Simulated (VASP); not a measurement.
Runs of VASP 6.6.1 on Mo. The structure is that of space group P6/mmm (No. 191), or close to it. The cells are those of the table. This isn't the form of Mo at room conditions, which is bcc.

```csv
task,cell,k mesh,cutoff (eV),gap on the mesh (eV),pressure (GPa)
relaxation of cell and atoms,"relaxed from a = 4.449, b = 4.449, c = 2.728 Å, angles 90.0, 90.0, 120.0°, 3 atoms",8 × 8 × 11,600,none,0.0
single point,"a = 4.776, b = 4.776, c = 2.614 Å, angles 90.0, 90.0, 120.0°, 3 atoms",9 × 9 × 14,520,none,-15.5
single point,"a = 4.834, b = 4.834, c = 2.646 Å, angles 90.0, 90.0, 120.0°, 3 atoms",9 × 9 × 14,520,none,(a)
single point,"a = 4.655, b = 4.655, c = 2.548 Å, angles 90.0, 90.0, 120.0°, 3 atoms",10 × 10 × 16,520,none,1.2
single point,"a = 4.716, b = 4.716, c = 2.581 Å, angles 90.0, 90.0, 120.0°, 3 atoms",9 × 9 × 14,520,none,-8.1
```

Alike in all rows: level r2SCAN; potentials or basis VASP PAW PBE potentials, release 64 (Mo_sv); no spin polarisation; smearing fermi-dirac 0.1 eV.

Q: Estimate the missing entries.

A: (a) -21.6.

Caveats: the PAW data sets were made with another functional, which shifts forces and pressure a little; the cell stands under tension (at least some runs).

A k mesh can miss the band edges, and the runs leave out spin-orbit coupling on Mo.

A gap of «none» marks levels without a gap at the run's occupations.
